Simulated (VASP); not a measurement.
# Na (P6_3/mmc) in VASP: further runs

Runs on Na. Level: PBE. Tasks: single point, relaxation of cell and atoms.

Everything below comes from runs of VASP 6.6.1. Logs are shortened: lines on timing, memory, paths and dates and some standing lists are left out, and cuts for length are marked.

### Step 1. The cell of the first run

Symmetry: P6_3/mmc, No. 194, hexagonal system. Conventional cell: a = 3.745 Å, b = 3.745 Å, c = 6.103 Å, α = 90.00°, β = 90.00°, γ = 120.00°. Within 4.9 Å of Na (site symmetry -6m2) lie 12 Na at 3.74 to 3.75 Å.

This isn't the form of Na at room conditions, which is bcc.

### Step 2. Single point, PBE

Input file INCAR:

```
PREC = Accurate ; ENCUT = 520
EDIFF = 1E-6 ; ISMEAR = 0
SIGMA = 0.1 ; LREAL = False
LASPH = True ; NELM = 80
ALGO = Normal ; ISIF = 2
LWAVE = False ; LCHARG = False
GGA = PE ; NBANDS = 14
```

Input file KPOINTS:

```
Automatic mesh
0
Gamma
  15 15 8
```

Input file POSCAR:

```
Na
1.0
    3.7452073206      0.0000000000      0.0000000000
   -1.8726036603      3.2434446821      0.0000000000
    0.0000000000      0.0000000000      6.1028012527
Na
2
Direct
    0.3333333333      0.6666666667      0.2500000000
    0.6666666667      0.3333333333      0.7500000000
```

Potentials or basis: VASP PAW PBE potentials, release 64 (Na_pv).

Run with:

```
> cat potpaw_PBE.64/Na_pv/POTCAR > POTCAR
> mpirun -np 1 vasp_std > vasp.out
```

OUTCAR:

```text
PREC = Accurate
   ENCUT = 520
   EDIFF = 1E-6
   ISMEAR = 0
   LREAL = False
   LASPH = True
   NELM = 80
   ISIF = 2
   GGA = PE

 ion  position               nearest neighbor table
   1  0.333  0.667  0.250-
   2  0.667  0.333  0.750-

  LATTYP: Found a hexagonal cell.
 ALAT       =     3.7452073206
 C/A-ratio  =     1.6294962415

  Lattice vectors:

 A1 = (   3.7452073206,   0.0000000000,   0.0000000000)
 A2 = (  -1.8726036603,   3.2434446821,   0.0000000000)
 A3 = (   0.0000000000,   0.0000000000,   6.1028012527)

Analysis of symmetry for initial positions (statically):
=====================================================================
 Subroutine PRICEL returns:
 Original cell was already a primitive cell.

 Routine SETGRP: Setting up the symmetry group for a
 hexagonal supercell.

 Subroutine GETGRP returns: Found 24 space group operations
 (whereof 12 operations were pure point group operations)
 out of a pool of 24 trial point group operations.

The static configuration has the point symmetry D_3d.
 The point group associated with its full space group is D_6h.

Analysis of symmetry for dynamics (positions and initial velocities):
=====================================================================
 Subroutine PRICEL returns:
 Original cell was already a primitive cell.

 Routine SETGRP: Setting up the symmetry group for a
 hexagonal supercell.

 Subroutine GETGRP returns: Found 24 space group operations
 (whereof 12 operations were pure point group operations)
 out of a pool of 24 trial point group operations.

The dynamic configuration has the point symmetry D_3d.
 The point group associated with its full space group is D_6h.

 Subroutine INISYM returns: Found 24 space group operations
 (whereof 12 operations are pure point group operations),
 and found     1 'primitive' translations

----------------------------------------------------------------------------------------

                                     Primitive cell

  volume of cell :      74.1330

  direct lattice vectors                    reciprocal lattice vectors
     3.745207321  0.000000000  0.000000000     0.267007916  0.154157092  0.000000000
    -1.872603660  3.243444682  0.000000000     0.000000000  0.308314184  0.000000000
     0.000000000  0.000000000  6.102801253     0.000000000  0.000000000  0.163859179

  length of vectors
     3.745207321  3.745207321  6.102801253     0.308314184  0.308314184  0.163859179

  position of ions in fractional coordinates (direct lattice)
     0.333333333  0.666666667  0.250000000
     0.666666667  0.333333333  0.750000000

  ion indices of the primitive-cell ions
   primitive index   ion index
                 1           1
                 2           2

----------------------------------------------------------------------------------------

 KPOINTS: Automatic mesh

Automatic generation of k-mesh.
 Grid dimensions read from file:
 generate k-points for:   15   15    8

 Generating k-lattice:

  Cartesian coordinates                     Fractional coordinates (reciprocal lattice)
     0.017800528  0.010277139  0.000000000     0.066666667  0.000000000  0.000000000
     0.000000000  0.020554279  0.000000000     0.000000000  0.066666667  0.000000000
     0.000000000  0.000000000  0.020482397     0.000000000  0.000000000  0.125000000

  Length of vectors
     0.020554279  0.020554279  0.020482397

  Shift w.r.t. Gamma in fractional coordinates (k-lattice)
     0.000000000  0.000000000  0.000000000

 Subroutine IBZKPT returns following result:
 ===========================================

 Found    135 irreducible k-points:

 Following reciprocal coordinates:
            Coordinates               Weight
  0.000000  0.000000  0.000000      1.000000
  0.066667  0.000000  0.000000      6.000000
  0.133333  0.000000  0.000000      6.000000
  0.200000  0.000000  0.000000      6.000000
  0.266667  0.000000  0.000000      6.000000
  0.333333  0.000000  0.000000      6.000000
[... 16 lines left out ...]
  0.333333  0.200000  0.000000     12.000000
  0.400000  0.200000  0.000000      6.000000
 [... further k-points ...]
   k-points           NKPTS =    135   k-points in BZ     NKDIM =    135   number of bands    NBANDS=     14
   number of dos      NEDOS =    301   number of ions     NIONS =      2
   total plane-waves  NPLWV =  37632
   dimension x,y,z NGX =    28 NGY =   28 NGZ =   48
   dimension x,y,z NGXF=    56 NGYF=   56 NGZF=   96
   ions per type =               2
   NGX,Y,Z   is equivalent  to a cutoff of  12.43, 12.43, 13.08 a.u.
   NGXF,Y,Z  is equivalent  to a cutoff of  24.86, 24.86, 26.15 a.u.
 SYSTEM =  unknown system
   PREC   = accura    normal or accurate (medium, high low for compatibility)
   ISTART =      0    job   : 0-new  1-cont  2-samecut
   ICHARG =      2    charge: 1-file 2-atom 10-const
   ISPIN  =      1    spin polarized calculation?
   LNONCOLLINEAR =      F non collinear calculations
   LSORBIT =      F    spin-orbit coupling
   LASPH  =      T    aspherical Exc in radial PAW
   ENCUT  =  520.0 eV  38.22 Ry    6.18 a.u.   6.96  6.96 11.35*2*pi/ulx,y,z
   NELM   =     80;   NELMIN=  2; NELMDL= -5     # of ELM steps
   EDIFF  = 0.1E-05   stopping-criterion for ELM
   LREAL  =      F    real-space projection
   EDIFFG = 0.1E-04   stopping-criterion for IOM
   NSW    =      0    number of steps for IOM
   IBRION =     -1    ionic relax: 0-MD 1-quasi-New 2-CG
   NFREE  =      0    steps in history (QN), initial steepest desc. (CG)
   ISIF   =      2    stress and relaxation
   ISYM   =      2    0-nonsym 1-usesym 2-fastsym
   POTIM  = 0.5000    time-step for ionic-motion
   TEBEG  =    0.0;   TEEND  =   0.0 temperature during run
   PSTRESS=    0.0 pullay stress
   NELECT =      14.0000    total number of electrons
   NUPDOWN=      -1.0000    fix difference up-down
   EMIN   =  10.00;   EMAX   =-10.00  energy-range for DOS
   EFERMI =   0.00;   METHOD = LEGACY
   ISMEAR =     0;   SIGMA  =   0.10  broadening in eV -4-tet -1-fermi 0-gaus
   EFERMI_NEDOS =   21; number of points for ismear=-14 and -15
   IALGO  =     38    algorithm
   IMIX   =      4    mixing-type and parameters
     AMIX     =   0.40;   BMIX     =  1.00
     AMIX_MAG =   1.60;   BMIX_MAG =  1.00
  volume/ion in A,a.u.               =      37.07       250.14
  Fermi-wavevector in a.u.,A,eV,Ry     =   0.939248  1.774921 12.002882  0.882187
  Thomas-Fermi vector in A             =   2.066541
   LORBIT       =      0    0 simple, 1 ext, 2 COOP (PROOUT), +10 PAW based schemes
   GGA     = PE    functional components
   LHFCALC =     F    Hartree Fock is set to
   AEXX    =    0.0000 exact exchange contribution
   IVDW    =     0    specifies the selected vdW correction
   LEPSILON=     F    determine dielectric tensor
   LRPA    =     F    only Hartree local field effects (RPA)
 non-spin polarized calculation
 Gauss-broadening in eV      SIGMA  =   0.10
  energy-cutoff  :      520.00
  volume of cell :       74.13
 maximum number of plane-waves:      2016
 NGX is ok and might be reduce to    28
   NGX = 13   NGY = 13   NGZ = 23

 number of electron      14.0000001 magnetization

 Free energy of the ion-electron system (eV)
  ---------------------------------------------------
  ext. energy  EPLUGINS =         0.00000000
  ---------------------------------------------------
  free energy    TOTEN  =        -2.62370273 eV

  energy without entropy =       -2.61772479  energy(sigma->0) =       -2.62071376

 E-fermi :   0.3471     XC(G=0):  -6.5020

 val. band max:        0.3450188551   @ k =   0.2667   0.0000   0.2500
 cond. band min:       0.3500795974   @ k =   0.2000   0.2000   0.3750
 fundamental gap:      0.0050607423
 Fermi energy:         0.3470936100

 k-point     1 :       0.0000    0.0000    0.0000
  band No.  band energies     occupation
      1     -24.6028      2.00000
      2     -24.5727      2.00000
      3     -24.5727      2.00000
      4     -24.5678      2.00000
      5     -24.5678      2.00000
      6     -24.5676      2.00000
      7      -2.9504      2.00000
      8       0.8934      0.00000
      9       1.3018      0.00000
     10      10.2918      0.00000
     11      10.2919      0.00000
     12      10.6541      0.00000
     13      10.6541      0.00000
     14      10.8082      0.00000

 k-point     2 :       0.0667    0.0000    0.0000
  band No.  band energies     occupation
      1     -24.6022      2.00000
      2     -24.5738      2.00000
      3     -24.5731      2.00000
      4     -24.5689      2.00000
      5     -24.5679      2.00000
      6     -24.5678      2.00000
      7      -2.8847      2.00000
      8       0.9517      0.00000
      9       1.3659      0.00000
     10       9.0064      0.00000
     11       9.7086      0.00000
     12      10.1655      0.00000
     13      11.3122      0.00000
     14      11.5213      0.00000

 k-point     3 :       0.1333    0.0000    0.0000
  band No.  band energies     occupation
      1     -24.6008      2.00000
      2     -24.5770      2.00000
      3     -24.5741      2.00000
      4     -24.5722      2.00000
      5     -24.5685      2.00000
      6     -24.5683      2.00000
      7      -2.6879      2.00000
      8       1.1266      0.00000
      9       1.5565      0.00000
     10       7.4836      0.00000
     11       9.0748      0.00000
     12       9.3784      0.00000
     13      10.8869      0.00000
     14      11.5455      0.00000
[... 324 lines left out ...]
 k-point    23 :       0.3333    0.2000    0.0000
  band No.  band energies     occupation
      1     -24.5956      2.00000
      2     -24.5911      2.00000
      3     -24.5861      2.00000
      4     -24.5844      2.00000
      5     -24.5780      2.00000
      6     -24.5768      2.00000
      7       0.1755      1.98474
      8       1.9881      0.00000
      9       3.5976      0.00000
     10       3.7719      0.00000
     11       4.7410      0.00000
     12       5.5512      0.00000
     13       6.6594      0.00000
     14       7.3422      0.00000

 k-point    24 :       0.4000    0.2000    0.0000
  band No.  band energies     occupation
      1     -24.5964      2.00000
      2     -24.5910      2.00000
      3     -24.5855      2.00000
      4     -24.5848      2.00000
      5     -24.5785      2.00000
      6     -24.5778      2.00000
      7       0.9698      0.00000
      8       1.1020      0.00000
      9       3.6092      0.00000
     10       4.6003      0.00000
     11       4.6023      0.00000
     12       5.0555      0.00000
     13       6.1631      0.00000
     14       7.2817      0.00000

 [... further k-points ...]

------------------------ aborting loop because EDIFF is reached ----------------------------------------

  FORCE on cell =-STRESS in cart. coord.  units (eV):
  Direction    XX          YY          ZZ          XY          YZ          ZX
  --------------------------------------------------------------------------------------
  -------------------------------------------------------------------------------------
  Total        0.0044337      0.0044337     -0.0000910     -0.0000000      0.0000000     -0.0000000
  in kB        0.0958218      0.0958218     -0.0019676     -0.0000000      0.0000000     -0.0000000
  external PRESSURE =       0.0632254 kB  Pullay stress =       0.0000000 kB

 VOLUME and BASIS-vectors are now :
 -----------------------------------------------------------------------------
  energy-cutoff  :      520.00
  volume of cell :       74.13
      direct lattice vectors                 reciprocal lattice vectors
     3.745207321  0.000000000  0.000000000     0.267007916  0.154157092  0.000000000
    -1.872603660  3.243444682  0.000000000     0.000000000  0.308314184  0.000000000
     0.000000000  0.000000000  6.102801253     0.000000000  0.000000000  0.163859179

 POSITION                                       TOTAL-FORCE (eV/Angst)
 -----------------------------------------------------------------------------------
     -0.00000      2.16230      1.52570         0.000000     -0.000000      0.000000
      1.87260      1.08115      4.57710        -0.000000      0.000000      0.000000
 -----------------------------------------------------------------------------------
    total drift:                                0.000000     -0.000000      0.000000

  FREE ENERGIE OF THE ION-ELECTRON SYSTEM (eV)
  ---------------------------------------------------
  free  energy   TOTEN  =        -2.6237027276 eV

  energy  without entropy=       -2.6177247859  energy(sigma->0) =       -2.62071376
```

It took 30 s on 1 thread of Intel Xeon 6975P-C (Granite Rapids), shared host; peak memory 0.24 GiB.

What came out:

```yaml
Free_energy: -2.6237 eV
Pressure: 0.0 GPa
Band_gap_on_the_k_mesh: zero (bands 7 and 8 overlap by 4.32 eV)
```

Levels at points of the mesh, in eV from the Fermi level:
```tsv
k point	band 5	band 6	band 7	band 8	band 9	band 10
(0.00, 0.00, 0.00)	-24.91	-24.91	-3.30	0.55	0.95	9.94
(0.00, 0.00, 0.50)	-24.92	-24.92	-2.26	-2.26	5.53	5.53
```

### Step 3. Relaxation of cell and atoms, PBE

This run uses another cell than the first one, of 36.94 Å³/atom.

Input file INCAR:

```
SYSTEM = Na
PREC     = Accurate       ! precision mode
ENCUT    = 600            ! plane-wave cutoff, eV
EDIFF    = 1E-7           ! SCF threshold, eV
ISMEAR   = 0              ! smearing method
SIGMA    = 0.1            ! smearing width, eV
LREAL    = .False.        ! projectors in reciprocal space
LASPH    = .True.         ! aspherical terms in the spheres
NELM     = 100            ! most SCF steps
ALGO     = Fast           ! electronic algorithm
ISIF     = 3              ! what is computed and relaxed
LWAVE    = .False.        ! write WAVECAR
LCHARG   = .False.        ! write CHGCAR
GGA      = PE             ! functional
IBRION   = 2              ! ionic algorithm
NSW      = 100            ! ionic steps
EDIFFG   = -0.01          ! ionic threshold
```

Input file KPOINTS:

```
Automatic mesh
0
Gamma
  15 15 8
  0 0 0
```

Input file POSCAR:

```
Na
1.0
    3.6887707041      0.0000000000      0.0000000000
   -1.8443853520      3.1945691385      0.0000000000
    0.0000000000      0.0000000000      6.2691940000
Na
2
Direct
    0.3333333300      0.6666666700      0.2500000000
    0.6666666700      0.3333333300      0.7500000000
```

Potentials or basis: VASP PAW PBE potentials, release 64 (Na_pv).

Run with:

```
> cat potpaw_PBE.64/Na_pv/POTCAR > POTCAR
> mpirun -np 1 vasp_std > vasp.out
```

It took 3.9 min on 1 thread of Intel Xeon 6975P-C (Granite Rapids), shared host; peak memory 0.27 GiB.

The run converged. Its results:

```yaml
Free_energy: -2.6237 eV
Relaxed_volume: 37.19 Å³/atom
Relaxed_cell: a = 3.751 Å, b = 3.751 Å, c = 6.105 Å, α = 90.00°, β = 90.00°, γ = 120.00°
Space_group_after_relaxing_to_0.1_Å: P6_3/mmc (No. 194)
Energy_gained_by_relaxing: 1.5 meV/atom
Ionic_steps: 6
Pressure_after_relaxing: 0.0 GPa
Band_gap_on_the_k_mesh: zero (bands 7 and 8 overlap by 4.31 eV)
```

The path:
```tsv
step	energy change (eV)	largest force (eV/Å)	pressure (GPa)	volume (Å³)
1	0.0000	0.0000	0.04	73.88
2	-0.0008	0.0000	0.02	73.98
3	-0.0023	0.0000	-0.02	74.29
4	-0.0027	0.0000	-0.09	74.86
5	-0.0029	0.0000	-0.05	74.66
6	-0.0030	0.0000	-0.04	74.38
```

Final structure:
```
Na
1.0
     3.75082    0.00000    0.00000
    -1.87541    3.24830    0.00000
     0.00000    0.00000    6.10521
Na
2
Direct
  0.33333 0.66667 0.25000
  0.66667 0.33333 0.75000
```

Levels at points of the mesh, in eV from the Fermi level:
| k point | band 4 | band 5 | band 6 | band 7 | band 8 | band 9 | band 10 | band 11 |
| --- | --- | --- | --- | --- | --- | --- | --- | --- |
| (0.00, 0.00, 0.00) | -24.92 | -24.92 | -24.92 | -3.29 | 0.55 | 0.96 | 9.92 | 9.92 |
| (0.00, 0.00, 0.50) | -24.92 | -24.92 | -24.92 | -2.26 | -2.26 | 5.53 | 5.53 | 10.51 |
